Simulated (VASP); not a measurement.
Set up this calculation in VASP 6.6.1, as the native input.

```
Task                   : relaxation of cell and atoms
Functional             : PBE
Potentials or basis    : VASP PAW PBE potentials, release 64 (Cd, Te)
Cutoff                 : 600 eV
k mesh                 : 6 × 6 × 6
Occupations            : gaussian, width 0.1 eV
Spin                   : no spin polarisation
Dipole correction      : no
Further INCAR settings : ALGO = Normal; EDIFF = 1e-06; IBRION = 2; EDIFFG = -0.04; NSW = 90; ISIF = 3
```

The structure of CdTe lies in POSCAR:

```
CdTe
1.0
    3.8311533500      0.0000000000      0.0000000000
   -1.9155766800      3.3178761300      0.0000000000
    0.0000000000      0.0000000000      3.7298000200
Cd Te
1 1
Direct
    0.0000000000      0.0000000000      0.0000000000
    0.6666666700      0.3333333300      0.5000000000
```

The cell was built from a structure type or drawn by symmetry, and may not be a known phase.

One way to write it, as run:

INCAR

```
PREC = Accurate
ENCUT = 600
EDIFF = 1E-6
ISMEAR = 0
SIGMA = 0.1
LREAL = False
LASPH = True
NELM = 100
ALGO = Normal
ISIF = 3
LWAVE = False
LCHARG = False
GGA = PE
IBRION = 2
NSW = 90
EDIFFG = -0.04
```

KPOINTS

```
regular mesh
0
Gamma
  6 6 6
```

Potentials or basis: VASP PAW PBE potentials, release 64 (Cd, Te).

Launch:

```sh
$ cat potpaw_PBE.64/Cd/POTCAR potpaw_PBE.64/Te/POTCAR > POTCAR
$ mpirun -np 1 vasp_std > vasp.out
```

It gave:

```yaml
Relaxed_volume: 30.09 Å³/atom
Relaxed_cell: a = 4.338 Å, b = 4.338 Å, c = 3.692 Å, α = 90.00°, β = 90.00°, γ = 120.00°
Space_group_after_relaxing_to_0.1_Å: P-6m2 (No. 187)
Energy_gained_by_relaxing: 257.3 meV/atom
Ionic_steps: 12
Pressure_after_relaxing: 0.0 GPa
Band_gap_on_the_k_mesh: zero (bands 9 and 10 overlap by 2.06 eV)
```

Caveat: the volume moved by over 15 % at a fixed basis, so the end points are rough; spin-orbit coupling is left out, which moves the levels of the heavy elements.

Wall time 98 s on 1 thread of Intel(R) Xeon(R) Platinum 8488C (Sapphire Rapids) (shared host), peak memory 0.2 GiB.
